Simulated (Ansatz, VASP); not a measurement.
# One calculation of InP, two programs

Contents of INCAR:

```
SYSTEM = InP
  ALGO = Normal
  EDIFF = 1E-6
  EDIFFG = -0.01
  ENCUT = 600
  GGA = RP
  IBRION = 2
  ISIF = 3
  ISMEAR = -1
  IVDW = 12
  LASPH = .True.
  LCHARG = .False.
  LREAL = .False.
  LWAVE = .False.
  NELM = 100
  NSW = 60
  PREC = Accurate
  SIGMA = 0.05
```

The input KPOINTS:

```
k-points
0
Gamma
  8 8 8
  0 0 0
```

The input POSCAR:

```
InP
1.0
    0.0000000000      2.7688340000      2.7688340000
    2.7688340000      0.0000000000      2.7688340000
    2.7688340000      2.7688340000      0.0000000000
In P
1 1
Direct
    0.0000000000      0.0000000000      0.0000000000
    0.5000000000      0.5000000000      0.5000000000
```

input.yaml

```yaml
crystal:
  lattice:
    - [0.0, 2.768834, 2.768834]
    - [2.768834, 0.0, 2.768834]
    - [2.768834, 2.768834, 0.0]
  atoms:
    - { symbol: In, position: [0.0, 0.0, 0.0] }
    - { symbol: P, position: [0.5, 0.5, 0.5] }
hamiltonian:
  xc: rpbe
  pseudopotentials: { kind: paw }
  dispersion: d3bj
kpoints:
  mp_grid: { grid: [8, 8, 8] }
scf:
  occupations: { method: fermi_dirac, width: 0.05 }
output:
  forces: true
  stress: true
  eigenvalues: true
relax:
  f_tol: 0.01
  max_steps: 40
  cell: { stress_tol: 0.05 }
```

Alike in both runs: task relaxation of cell and atoms; functional RPBE; dispersion D3(BJ); k mesh 8 × 8 × 8; occupations fermi-dirac, width 0.05 eV; no spin polarisation.

|  | VASP | Ansatz |
| --- | --- | --- |
| version | VASP 6.6.1 | Ansatz 0.2.0 |
| potentials or method | VASP PAW PBE potentials, release 64 (In_d, P) | Ansatz PAW |
| plane-wave cutoff (eV) | 600 | 420 |
| valence electrons in the cell | 18 | 18 |

Ansatz gave:

* gap on the k mesh at the Fermi level, each at its own relaxed structure (eV): none
* relaxed volume (Å³/atom): 17.47
* relaxed cell length with the largest relative difference (Å): 3.669

Problem. What did VASP give for the same quantities?

Solution. gap on the k mesh at the Fermi level, each at its own relaxed structure (eV): none; relaxed volume (Å³/atom): 17.44; relaxed cell length with the largest relative difference (Å): 3.668.

VASP's potentials were made for PBE, not for RPBE. A gap of «none» marks a metal or a gap that the smearing closes.

Noted on VASP's run: the volume moved by over 15 % at a fixed basis, so the end points are rough. Noted on Ansatz's run: the volume moved by over 15 % at a fixed basis, so the end points are rough; the plane-wave basis is chosen anew once the cell has moved, so the energies of steps on either side of that aren't comparable.
